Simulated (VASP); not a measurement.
Wanted: the native input for a VASP 6.6.1 run.

- Task: single point
- Functional: PBE
- Potentials or basis: VASP PAW PBE potentials, release 64 (Lu)
- Cutoff: 520 eV
- k mesh: 12 × 12 × 3
- Occupations: fermi-dirac, width 0.05 eV
- Spin: no spin polarisation
- Dipole correction: no
- Further INCAR settings: ALGO = Normal; EDIFF = 1e-06; NBANDS = 58

The structure of Lu lies in POSCAR:

```
Lu
1.0
    3.0819872082      0.0000000000      0.0000000000
   -1.5409936041      2.6690792164      0.0000000000
    0.0000000000      0.0000000000      9.9596449496
Lu
4
Direct
    0.0000000000      0.0000000000      0.0000000000
    0.0000000000      0.0000000000      0.5000000000
    0.3333333333      0.6666666667      0.2500000000
    0.6666666667      0.3333333333      0.7500000000
```

The input as run:

INCAR

```
SYSTEM = Lu
  ALGO = Normal
  EDIFF = 1E-6
  ENCUT = 520
  GGA = PE
  ISIF = 2
  ISMEAR = -1
  LASPH = .TRUE.
  LCHARG = .FALSE.
  LREAL = .FALSE.
  LWAVE = .FALSE.
  NBANDS = 58
  NELM = 80
  PREC = Accurate
  SIGMA = 0.05
```

KPOINTS

```
k-points
0
G
  12 12 3
  0 0 0
```

Potentials or basis: VASP PAW PBE potentials, release 64 (Lu).

Launch:

```bash
$ cat potpaw_PBE.64/Lu/POTCAR > POTCAR
$ mpirun -np 1 vasp_std > vasp.out
```

It gave:

```
Pressure               : 29.2 GPa
Band gap on the k mesh : zero (band 50 reaches 5.37 eV, above the bottom of band 51 at 3.27 eV)
```

Caveat: spin-orbit coupling is left out, which moves the levels of the heavy elements.

Wall time 4.3 min on 1 thread of Intel(R) Xeon(R) Platinum 8488C (Sapphire Rapids) (shared host), peak memory 0.28 GiB.
